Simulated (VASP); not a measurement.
Set up this calculation in VASP 6.6.1, as the native input.

- Task: single point
- Functional: r2SCAN
- Potentials or basis: VASP PAW PBE potentials, release 64 (Ga_d)
- Cutoff: 520 eV
- k mesh: 13 × 13 × 13
- Occupations: fermi-dirac, width 0.05 eV
- Spin: no spin polarisation
- Dipole correction: no
- Further INCAR settings: ALGO = Normal; EDIFF = 1e-07; NBANDS = 12

Crystal: Ga.

```xyz
1
Lattice="-1.3751 1.3751 2.2957 1.3751 -1.3751 2.2957 1.3751 1.3751 -2.2957" Properties=species:S:1:pos:R:3 pbc="T T T"
Ga    0.0000    0.0000    0.0000
```

These files were run (other wordings do the same):

POSCAR

```
Ga
1.0
   -1.3751071731      1.3751071731      2.2957117997
    1.3751071731     -1.3751071731      2.2957117997
    1.3751071731      1.3751071731     -2.2957117997
Ga
1
Direct
    0.0000000000      0.0000000000      0.0000000000
```

INCAR.step1

```
PREC = Accurate
ENCUT = 520
ISMEAR = -1
SIGMA = 0.05
LREAL = F
LASPH = T
NELM = 100
NBANDS = 12
GGA = PE
ALGO = Normal
EDIFF = 1E-4
LWAVE = T
LCHARG = F
```

INCAR.step2

```
PREC = Accurate
ENCUT = 520
EDIFF = 1E-7
ISMEAR = -1
SIGMA = 0.05
LREAL = F
LASPH = T
NELM = 100
ALGO = Normal
ISIF = 2
LWAVE = F
LCHARG = F
METAGGA = R2SCAN
LMIXTAU = T
NBANDS = 12
ISTART = 1
```

KPOINTS

```
Automatic mesh
0
Gamma
  13 13 13
```

Potentials or basis: VASP PAW PBE potentials, release 64 (Ga_d).

Launch:

```console
$ cat potpaw_PBE.64/Ga_d/POTCAR > POTCAR
$ cp INCAR.step1 INCAR
$ mpirun -np 1 vasp_std > vasp.out
$ cp INCAR.step2 INCAR
$ mpirun -np 1 vasp_std > vasp.out
```

It gave:

```yaml
Pressure: 1.6 GPa
```

Caveat: the PAW data sets were made with another functional, which shifts forces and pressure a little.

Wall time 50 s on 1 thread of Intel(R) Xeon(R) 6975P-C (Granite Rapids), with other jobs on the host, peak memory 0.16 GiB.
